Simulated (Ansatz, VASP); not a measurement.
**BeS: VASP beside Ansatz**

```xyz
2
Lattice="2.4829 2.4829 0.0000 -2.4829 2.4829 0.0000 0.0000 2.4829 2.3959" Properties=species:S:1:pos:R:3 pbc="T T T"
Be    0.0000    0.0000    0.0000
S     1.2415    3.7244    1.1979
```

Change from the starting cell: film at in-plane strain +0.02.

Alike in both runs: task single point; functional r2SCAN; k mesh 8 × 8 × 8; no spin polarisation.

```csv
,VASP,Ansatz
version,VASP 6.6.1,Ansatz 0.2.0
potentials or method,"VASP PAW PBE potentials, release 64 (Be, S)","PAW with Ansatz's default frozen-core files, scalar-relativistic"
plane-wave cutoff (eV),520,500
occupations,"gaussian, width 0.01 eV",fixed
valence electrons in the cell,8,8
```

```tsv
	VASP	Ansatz	Ansatz less VASP
gap on the k mesh at the Fermi level (eV)	3.36	3.34	-0.010
pressure (GPa)	-2.0	-2.2	-0.25
traceless stress, the component that is largest in VASP (GPa)	2.18	2.22	+0.032
```

VASP's potentials were made for PBE, not for r2SCAN.
